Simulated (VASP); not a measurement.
# FeSi2 (P4/mmm) in VASP: further runs

The runs below take FeSi2 through relaxation of shape and atoms at fixed volume, single point, with PBEsol.

Program: VASP 6.6.1. These are calculated values, not measurements. Logs are shortened: lines on timing, memory, paths and dates and some standing lists are left out, and cuts for length are marked.

### Step 1. The cell of the first run

The structure is tetragonal, space group P4/mmm (No. 123). Conventional cell: a = 2.554 Å, b = 2.554 Å, c = 4.936 Å, α = 90.00°, β = 90.00°, γ = 90.00°. Within 3.0 Å of Fe (site symmetry 4/mmm) lie 8 Si at 2.26 Å and 4 Fe at 2.55 Å. Si (site symmetry 4mm) has 6 Si at 2.22 to 2.71 Å and 4 Fe at 2.26 Å within 2.9 Å.

### Step 2. Relaxation of shape and atoms at fixed volume, PBEsol (volume scaled by 0.88)

Input file INCAR:

```
  ALGO = Normal
  EDIFF = 1E-7
  EDIFFG = -0.01
  ENCUT = 600
  GGA = PS
  IBRION = 2
  ISIF = 4
  ISMEAR = 0
  LASPH = T
  LCHARG = F
  LREAL = F
  LWAVE = F
  NELM = 60
  NSW = 50
  PREC = Accurate
  SIGMA = 0.1
```

Input file KPOINTS:

```
k-points
0
Gamma
  16 16 8
```

Input file POSCAR:

```
FeSi2
1.0
    2.5536371363      0.0000000000      0.0000000000
    0.0000000000      2.5536371363      0.0000000000
    0.0000000000      0.0000000000      4.9355952392
Fe Si
1 2
Direct
    0.0000000000      0.0000000000      0.0000000000
    0.5000000000      0.5000000000      0.2746580491
    0.5000000000      0.5000000000      0.7253419509
```

Potentials or basis: VASP PAW PBE potentials, release 64 (Fe, Si).

Started as:

```
> cat potpaw_PBE.64/Fe/POTCAR potpaw_PBE.64/Si/POTCAR > POTCAR
> mpirun -np 1 vasp_std > vasp.out
```

OUTCAR:

```text
EDIFF = 1E-7
   EDIFFG = -0.01
   ENCUT = 600
   GGA = PS
   IBRION = 2
   ISIF = 4
   ISMEAR = 0
   LASPH = T
   LREAL = F
   NELM = 60
   NSW = 50
   PREC = Accurate

 ion  position               nearest neighbor table
   1  0.000  0.000  0.000-   2 2.26   3 2.26   2 2.26   3 2.26   2 2.26   3 2.26   2 2.26   3 2.26

   2  0.500  0.500  0.275-   3 2.22   1 2.26   1 2.26   1 2.26   1 2.26   3 2.71
   3  0.500  0.500  0.725-   2 2.22   1 2.26   1 2.26   1 2.26   1 2.26   2 2.71

  LATTYP: Found a simple tetragonal cell.
 ALAT       =     2.5536371363
 C/A-ratio  =     1.9327707798

  Lattice vectors:

 A1 = (   2.5536371363,   0.0000000000,   0.0000000000)
 A2 = (   0.0000000000,   2.5536371363,   0.0000000000)
 A3 = (   0.0000000000,   0.0000000000,   4.9355952392)

Analysis of symmetry for initial positions (statically):
=====================================================================
 Subroutine PRICEL returns:
 Original cell was already a primitive cell.

 Routine SETGRP: Setting up the symmetry group for a
 simple tetragonal supercell.

 Subroutine GETGRP returns: Found 16 space group operations
 (whereof 16 operations were pure point group operations)
 out of a pool of 16 trial point group operations.

The static configuration has the point symmetry D_4h.

Analysis of symmetry for dynamics (positions and initial velocities):
=====================================================================
 Subroutine PRICEL returns:
 Original cell was already a primitive cell.

 Routine SETGRP: Setting up the symmetry group for a
 simple tetragonal supercell.

 Subroutine GETGRP returns: Found 16 space group operations
 (whereof 16 operations were pure point group operations)
 out of a pool of 16 trial point group operations.

The dynamic configuration has the point symmetry D_4h.

 Subroutine INISYM returns: Found 16 space group operations
 (whereof 16 operations are pure point group operations),
 and found     1 'primitive' translations

----------------------------------------------------------------------------------------

                                     Primitive cell

  volume of cell :      32.1853

  direct lattice vectors                    reciprocal lattice vectors
     2.553637136  0.000000000  0.000000000     0.391598315  0.000000000  0.000000000
     0.000000000  2.553637136  0.000000000     0.000000000  0.391598315  0.000000000
     0.000000000  0.000000000  4.935595239     0.000000000  0.000000000  0.202609807

  length of vectors
     2.553637136  2.553637136  4.935595239     0.391598315  0.391598315  0.202609807

  position of ions in fractional coordinates (direct lattice)
     0.000000000  0.000000000  0.000000000
     0.500000000  0.500000000  0.274658049
     0.500000000  0.500000000  0.725341951

  ion indices of the primitive-cell ions
   primitive index   ion index
                 1           1
                 2           2
                 3           3

----------------------------------------------------------------------------------------

 KPOINTS: k-points

Automatic generation of k-mesh.
 Grid dimensions read from file:
 generate k-points for:   16   16    8

 Generating k-lattice:

  Cartesian coordinates                     Fractional coordinates (reciprocal lattice)
     0.024474895  0.000000000  0.000000000     0.062500000  0.000000000  0.000000000
     0.000000000  0.024474895  0.000000000     0.000000000  0.062500000  0.000000000
     0.000000000  0.000000000  0.025326226     0.000000000  0.000000000  0.125000000

  Length of vectors
     0.024474895  0.024474895  0.025326226

  Shift w.r.t. Gamma in fractional coordinates (k-lattice)
     0.000000000  0.000000000  0.000000000

 Subroutine IBZKPT returns following result:
 ===========================================

 Found    225 irreducible k-points:

 Following reciprocal coordinates:
            Coordinates               Weight
  0.000000  0.000000  0.000000      1.000000
  0.062500  0.000000  0.000000      4.000000
  0.125000  0.000000  0.000000      4.000000
  0.187500  0.000000  0.000000      4.000000
  0.250000  0.000000  0.000000      4.000000
  0.312500  0.000000  0.000000      4.000000
[... 16 lines left out ...]
  0.437500  0.125000  0.000000      8.000000
  0.500000  0.125000  0.000000      4.000000
 [... further k-points ...]
   k-points           NKPTS =    225   k-points in BZ     NKDIM =    225   number of bands    NBANDS=     12
   number of dos      NEDOS =    301   number of ions     NIONS =      3
   total plane-waves  NPLWV =  16000
   dimension x,y,z NGX =    20 NGY =   20 NGZ =   40
   dimension x,y,z NGXF=    40 NGYF=   40 NGZF=   80
   ions per type =               1   2
   NGX,Y,Z   is equivalent  to a cutoff of  13.02, 13.02, 13.47 a.u.
   NGXF,Y,Z  is equivalent  to a cutoff of  26.04, 26.04, 26.95 a.u.
 SYSTEM =  unknown system
   PREC   = accura    normal or accurate (medium, high low for compatibility)
   ISTART =      0    job   : 0-new  1-cont  2-samecut
   ICHARG =      2    charge: 1-file 2-atom 10-const
   ISPIN  =      1    spin polarized calculation?
   LNONCOLLINEAR =      F non collinear calculations
   LSORBIT =      F    spin-orbit coupling
   LASPH  =      T    aspherical Exc in radial PAW
   ENCUT  =  600.0 eV  44.10 Ry    6.64 a.u.   5.10  5.10  9.86*2*pi/ulx,y,z
   NELM   =     60;   NELMIN=  2; NELMDL= -5     # of ELM steps
   EDIFF  = 0.1E-06   stopping-criterion for ELM
   LREAL  =      F    real-space projection
   EDIFFG = -.1E-01   stopping-criterion for IOM
   NSW    =     50    number of steps for IOM
   IBRION =      2    ionic relax: 0-MD 1-quasi-New 2-CG
   NFREE  =      1    steps in history (QN), initial steepest desc. (CG)
   ISIF   =      4    stress and relaxation
   ISYM   =      2    0-nonsym 1-usesym 2-fastsym
   POTIM  = 0.5000    time-step for ionic-motion
   TEBEG  =    0.0;   TEEND  =   0.0 temperature during run
   PSTRESS=    0.0 pullay stress
   NELECT =      16.0000    total number of electrons
   NUPDOWN=      -1.0000    fix difference up-down
   EMIN   =  10.00;   EMAX   =-10.00  energy-range for DOS
   EFERMI =   0.00;   METHOD = LEGACY
   ISMEAR =     0;   SIGMA  =   0.10  broadening in eV -4-tet -1-fermi 0-gaus
   EFERMI_NEDOS =   21; number of points for ismear=-14 and -15
   IALGO  =     38    algorithm
   IMIX   =      4    mixing-type and parameters
     AMIX     =   0.40;   BMIX     =  1.00
     AMIX_MAG =   1.60;   BMIX_MAG =  1.00
  volume/ion in A,a.u.               =      10.73        72.40
  Fermi-wavevector in a.u.,A,eV,Ry     =   1.296867  2.450724 22.883158  1.681865
  Thomas-Fermi vector in A             =   2.428296
   LORBIT       =      0    0 simple, 1 ext, 2 COOP (PROOUT), +10 PAW based schemes
   GGA     = PS    functional components
   LHFCALC =     F    Hartree Fock is set to
   AEXX    =    0.0000 exact exchange contribution
   IVDW    =     0    specifies the selected vdW correction
   LEPSILON=     F    determine dielectric tensor
   LRPA    =     F    only Hartree local field effects (RPA)
 conjugate gradient relaxation of ions
 non-spin polarized calculation
 Gauss-broadening in eV      SIGMA  =   0.10
  energy-cutoff  :      600.00
  volume of cell :       32.19
 maximum number of plane-waves:      1092
   NGX = 11   NGY = 11   NGZ = 19

--------------------------------------- Ionic step        1  -------------------------------------------

 number of electron      15.9999995 magnetization

 Free energy of the ion-electron system (eV)
  ---------------------------------------------------
  ext. energy  EPLUGINS =         0.00000000
  ---------------------------------------------------
  free energy    TOTEN  =       -21.53167648 eV

  energy without entropy =      -21.52709767  energy(sigma->0) =      -21.52938708

------------------------ aborting loop because EDIFF is reached ----------------------------------------

  FORCE on cell =-STRESS in cart. coord.  units (eV):
  Direction    XX          YY          ZZ          XY          YZ          ZX
  --------------------------------------------------------------------------------------
  -------------------------------------------------------------------------------------
  Total        6.7901808      6.7901808      7.0997760      0.0000000      0.0000000     -0.0000000
  in kB      338.0134763    338.0134763    353.4250466      0.0000000      0.0000000     -0.0000000
  external PRESSURE =     343.1506664 kB  Pullay stress =       0.0000000 kB

 VOLUME and BASIS-vectors are now :
 -----------------------------------------------------------------------------
  energy-cutoff  :      600.00
  volume of cell :       32.19
      direct lattice vectors                 reciprocal lattice vectors
     2.553637136  0.000000000  0.000000000     0.391598315  0.000000000  0.000000000
     0.000000000  2.553637136  0.000000000     0.000000000  0.391598315  0.000000000
     0.000000000  0.000000000  4.935595239     0.000000000  0.000000000  0.202609807
[... 112 lines left out ...]
 POSITION                                       TOTAL-FORCE (eV/Angst)
 -----------------------------------------------------------------------------------
     -0.00000      0.00000      4.95724        -0.000000     -0.000000      0.000000
      1.27403      1.27403      1.36673        -0.000000     -0.000000      0.029150
      1.27403      1.27403      3.59051         0.000000      0.000000     -0.029150
 -----------------------------------------------------------------------------------
    total drift:                                0.000000      0.000000      0.000000

  FREE ENERGIE OF THE ION-ELECTRON SYSTEM (eV)
  ---------------------------------------------------
  free  energy   TOTEN  =       -21.5331558393 eV

  energy  without entropy=      -21.5282592338  energy(sigma->0) =      -21.53070754

--------------------------------------- Ionic step        5  -------------------------------------------

 number of electron      15.9999996 magnetization

 Free energy of the ion-electron system (eV)
  ---------------------------------------------------
  ext. energy  EPLUGINS =         0.00000000
  ---------------------------------------------------
  free energy    TOTEN  =       -21.53325615 eV

  energy without entropy =      -21.52840175  energy(sigma->0) =      -21.53082895

 E-fermi :  11.7772     XC(G=0): -12.7307

 val. band max:       11.7640807092   @ k =   0.3750   0.1875   0.0000
 cond. band min:      11.7794280382   @ k =   0.4375   0.3750   0.0000
 fundamental gap:      0.0153473290
 Fermi energy:        11.7771915574

 k-point     1 :       0.0000    0.0000    0.0000
  band No.  band energies     occupation
      1      -3.3017      2.00000
      2       1.9366      2.00000
      3       2.8774      2.00000
      4       7.5800      2.00000
      5       9.6542      2.00000
      6      10.1289      2.00000
      7      10.1289      2.00000
      8      11.2586      2.00000
      9      17.3349      0.00000
     10      17.3349      0.00000
     11      18.6348      0.00000
     12      19.0906      0.00000

 k-point     2 :       0.0625    0.0000    0.0000
  band No.  band energies     occupation
      1      -3.2123      2.00000
      2       1.9958      2.00000
      3       2.9647      2.00000
      4       7.5879      2.00000
      5       9.6578      2.00000
      6      10.0372      2.00000
      7      10.1455      2.00000
      8      11.1738      2.00000
      9      16.1530      0.00000
     10      17.4542      0.00000
     11      18.7450      0.00000
     12      19.6193      0.00000
[... 316 lines left out ...]
 k-point    24 :       0.5000    0.1250    0.0000
  band No.  band energies     occupation
      1       1.6437      2.00000
      2       3.2760      2.00000
      3       4.4612      2.00000
      4       6.8472      2.00000
      5       7.3173      2.00000
      6       8.3145      2.00000
      7       9.7508      2.00000
      8      10.9063      2.00000
      9      11.8450      0.33763
     10      13.8557      0.00000
     11      14.3630      0.00000
     12      17.7423      0.00000

 [... further k-points ...]

------------------------ aborting loop because EDIFF is reached ----------------------------------------

  FORCE on cell =-STRESS in cart. coord.  units (eV):
  Direction    XX          YY          ZZ          XY          YZ          ZX
  --------------------------------------------------------------------------------------
  -------------------------------------------------------------------------------------
  Total        6.8132611      6.8132611      6.8132986      0.0000000      0.0000000      0.0000000
  in kB      339.1624064    339.1624064    339.1642729      0.0000000      0.0000000      0.0000000
  external PRESSURE =     339.1630286 kB  Pullay stress =       0.0000000 kB

 VOLUME and BASIS-vectors are now :
 -----------------------------------------------------------------------------
  energy-cutoff  :      600.00
  volume of cell :       32.19
      direct lattice vectors                 reciprocal lattice vectors
     2.549451348  0.000000000 -0.000000000     0.392241256 -0.000000000  0.000000000
     0.000000000  2.549451348  0.000000000    -0.000000000  0.392241256 -0.000000000
    -0.000000000 -0.000000000  4.951815448     0.000000000 -0.000000000  0.201946137

 POSITION                                       TOTAL-FORCE (eV/Angst)
 -----------------------------------------------------------------------------------
      0.00000      0.00000     -0.00000        -0.000000      0.000000      0.000000
      1.27473      1.27473      1.36547         0.000000      0.000000     -0.000150
      1.27473      1.27473      3.58635        -0.000000     -0.000000      0.000150
 -----------------------------------------------------------------------------------
    total drift:                                0.000000      0.000000      0.000000

  FREE ENERGIE OF THE ION-ELECTRON SYSTEM (eV)
  ---------------------------------------------------
  free  energy   TOTEN  =       -21.5332561525 eV

  energy  without entropy=      -21.5284017461  energy(sigma->0) =      -21.53082895

 reached required accuracy - stopping structural energy minimisation
```

It took 5.5 min on 1 thread of Intel Xeon Platinum 8259CL at 2.50GHz (Skylake/Cascade Lake), shared host; peak memory 0.24 GiB.

Results:

| Quantity | Value |
| --- | --- |
| Free energy | -21.5333 eV |
| Energy gained by relaxing | 0.5 meV/atom |
| Ionic steps | 5 |
| Pressure after relaxing | 33.9 GPa |
| Band gap on the k mesh | zero (band 8 reaches 12.22 eV, above the bottom of band 9 at 11.53 eV) |

Step by step:
```csv
step,energy change (eV),largest force (eV/Å),pressure (GPa),volume (Å³)
1,0.0000,0.1996,34.32,32.19
2,-0.0007,0.2001,33.71,32.19
3,-0.0014,0.0361,33.95,32.19
4,-0.0015,0.0292,33.88,32.19
5,-0.0016,0.0001,33.92,32.19
```

Final structure:
```yaml
crystal:
  lattice:
    - [2.54945, 0.00000, 0.00000]
    - [0.00000, 2.54945, 0.00000]
    - [0.00000, 0.00000, 4.95182]
  atoms:
    - { symbol: Fe, position: [0.00000, 0.00000, 0.00000] }
    - { symbol: Si, position: [0.50000, 0.50000, 0.27575] }
    - { symbol: Si, position: [0.50000, 0.50000, 0.72425] }
```

Levels at points of the mesh, in eV from the Fermi level:
```tsv
k point	band 5	band 6	band 7	band 8	band 9	band 10	band 11	band 12
(0.00, 0.00, 0.00)	-2.12	-1.65	-1.65	-0.52	5.56	5.56	6.86	7.31
(0.50, 0.00, 0.00)	-4.30	-3.81	-2.22	-1.19	0.07	2.02	2.52	8.13
(0.50, 0.50, 0.00)	-4.78	-3.19	-2.79	0.44	1.80	2.82	2.91	2.91
(0.00, 0.00, 0.50)	-2.84	-1.69	-1.69	-0.52	2.91	6.33	6.95	6.95
(0.50, 0.00, 0.50)	-3.73	-2.94	-2.22	-1.20	0.96	2.71	4.66	5.70
(0.50, 0.50, 0.50)	-3.35	-3.35	-2.19	0.12	0.12	0.44	0.64	4.15
```

Caveat: the cell differs from its parent crystal (volume scaled by 0.88); the PAW data sets were made with another functional, which shifts forces and pressure a little. Spin polarisation is off, so any magnetic state and its effect on volume and gap are missing.

(Part 1 of 2 ends here.)
